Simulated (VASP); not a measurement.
Wanted: the native input for a VASP 6.6.1 run.

| Property | Result |
| --- | --- |
| Task | single point |
| Functional | PBEsol |
| Potentials or basis | VASP PAW PBE potentials, release 64 (In_d, Sb) |
| Cutoff | 520 eV |
| k mesh | 3 × 3 × 2 |
| Occupations | gaussian, width 0.1 eV |
| Spin | no spin polarisation |
| Dipole correction | no |
| Further INCAR settings | ALGO = Fast; EDIFF = 1e-06; NBANDS = 40 |

The structure of In2Sb lies in POSCAR:

```
In2Sb
1.0
    5.3799042018      0.0000000000      0.0000000000
   -2.6899521009      4.6591337087      0.0000000000
    0.0000000000      0.0000000000      6.7225520000
In Sb
4 2
Direct
    0.6666666667      0.3333333333      0.2500000000
    0.3333333333      0.6666666667      0.7500000000
    0.0000000000      0.0000000000      0.5000000000
    0.0000000000      0.0000000000      0.0000000000
    0.6666666667      0.3333333333      0.7500000000
    0.3333333333      0.6666666667      0.2500000000
```

The input as run:

INCAR

```
ALGO     = Fast           # electronic algorithm
EDIFF    = 1E-6           # SCF threshold, eV
ENCUT    = 520            # plane-wave cutoff, eV
GGA      = PS             # functional
ISIF     = 2              # what is computed and relaxed
ISMEAR   = 0              # smearing method
LASPH    = T              # aspherical terms in the spheres
LCHARG   = F              # write CHGCAR
LREAL    = F              # projectors in reciprocal space
LWAVE    = F              # write WAVECAR
NBANDS   = 40             # bands
NELM     = 100            # most SCF steps
PREC     = Accurate       # precision mode
SIGMA    = 0.1            # smearing width, eV
```

KPOINTS

```
k-points
0
Gamma
  3 3 2
```

Potentials or basis: VASP PAW PBE potentials, release 64 (In_d, Sb).

Command:

```sh
$ cat potpaw_PBE.64/In_d/POTCAR potpaw_PBE.64/Sb/POTCAR > POTCAR
$ mpirun -np 1 vasp_std > vasp.out
```

It gave:

- Pressure: -2.8 GPa
- Band gap on the k mesh: zero (band 31 reaches 7.65 eV, above the bottom of band 32 at 5.94 eV)

Caveat: the k points lie up to 0.47 Å⁻¹ apart; the PAW data sets were made with another functional, which shifts forces and pressure a little; spin-orbit coupling is left out, which moves the levels of the heavy elements.

Wall time 84 s on 1 thread of Intel Xeon 8259CL, with other jobs on the host, peak memory 0.27 GiB.
